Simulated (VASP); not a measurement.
A run of VASP 6.6.1:

Contents of INCAR:

```
PREC = Accurate
ENCUT = 520
EDIFF = 1E-6
ISMEAR = -1
SIGMA = 0.05
LREAL = F
LASPH = T
NELM = 100
ALGO = Normal
ISIF = 2
LWAVE = F
LCHARG = F
GGA = PS
IVDW = 12
NBANDS = 13
```

KPOINTS

```
Automatic mesh
0
Gamma
  10 10 10
```

POSCAR

```
Sn
1.0
   -2.0291894110      2.0291894110      1.6607599896
    2.0291894110     -2.0291894110      1.6607599896
    2.0291894110      2.0291894110     -1.6607599896
Sn
1
Direct
    0.0000000000      0.0000000000      0.0000000000
```

Potentials or basis: VASP PAW PBE potentials, release 64 (Sn_d).

Run with:

```sh
$ cat potpaw_PBE.64/Sn_d/POTCAR > POTCAR
$ mpirun -np 1 vasp_std > vasp.out
```

Hardware: 1 thread of Intel Xeon 8259CL, with other jobs on the host.

Q: How long does it take, and how much memory?

A: It took 34 s on 1 thread of Intel Xeon 8259CL, with other jobs on the host, peak memory 0.19 GiB. Counts: scf iterations 10, k points 102.
